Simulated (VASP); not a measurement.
Write the native input for VASP 6.6.1 that does the following.

- Task: relaxation of the atoms
- Functional: PBE
- Potentials or basis: VASP PAW PBE potentials, release 64 (H, C, Cl, F)
- Cutoff: 520 eV
- k mesh: 7 × 8 × 5
- Occupations: fermi-dirac, width 0.05 eV
- Spin: no spin polarisation
- Dipole correction: no
- Further INCAR settings: ALGO = Normal; EDIFF = 1e-06; IBRION = 2; EDIFFG = -0.02; NSW = 80

The structure of H2CClF lies in POSCAR:

```
H2CClF
1.0
    5.0206000000      0.0000000000      0.0000000000
    0.0000000000      4.1477000000      0.0000000000
   -2.1143188253      0.0000000000      6.4288463713
H C Cl F
4 2 2 2
Direct
    0.2920000000      0.3911000000      0.1500000000
    0.7080000000      0.8911000000      0.8500000000
    0.5720000000      0.1060000000      0.2650000000
    0.4280000000      0.6060000000      0.7350000000
    0.3506000000      0.1398000000      0.1916000000
    0.6494000000      0.6398000000      0.8084000000
    0.1699000000      0.0061000000      0.3661000000
    0.8301000000      0.5061000000      0.6339000000
    0.2628000000      0.9575000000      0.0140000000
    0.7372000000      0.4575000000      0.9860000000
```

These files were run (other wordings do the same):

INCAR

```
SYSTEM = H2CClF
ALGO     = Normal         ! electronic algorithm
EDIFF    = 1E-6           ! SCF threshold, eV
EDIFFG   = -0.02          ! ionic threshold
ENCUT    = 520            ! plane-wave cutoff, eV
GGA      = PE             ! functional
IBRION   = 2              ! ionic algorithm
ISIF     = 2              ! what is computed and relaxed
ISMEAR   = -1             ! smearing method
KPAR     = 4            
LASPH    = .True.         ! aspherical terms in the spheres
LCHARG   = .False.        ! write CHGCAR
LREAL    = .False.        ! projectors in reciprocal space
LWAVE    = .False.        ! write WAVECAR
NELM     = 60             ! most SCF steps
NSW      = 80             ! ionic steps
PREC     = Accurate       ! precision mode
SIGMA    = 0.05           ! smearing width, eV
```

KPOINTS

```
k-points
0
Gamma
  7 8 5
  0 0 0
```

Potentials or basis: VASP PAW PBE potentials, release 64 (H, C, Cl, F).

Command:

```console
$ cat potpaw_PBE.64/H/POTCAR potpaw_PBE.64/C/POTCAR potpaw_PBE.64/Cl/POTCAR potpaw_PBE.64/F/POTCAR > POTCAR
$ mpirun -np 4 vasp_std > vasp.out
```

Results of the run:

| Item | Value |
| --- | --- |
| Energy gained by relaxing | 3.5 meV/atom |
| Ionic steps | 26 |
| Pressure after relaxing | 1.1 GPa |
| Largest force after relaxing | 0.018 eV/Å |
| Band gap on the k mesh | 6.13 eV (least direct gap 6.17 eV) |

Caveat: this functional lacks dispersion, which holds the molecules together, so the pressure and a relaxed volume are unreliable.

It took 15 min on 4 MPI ranks on Intel(R) Xeon(R) Platinum 8259CL CPU @ 2.50GHz (Skylake/Cascade Lake) (shared host), peak memory 0.43 GiB a rank.
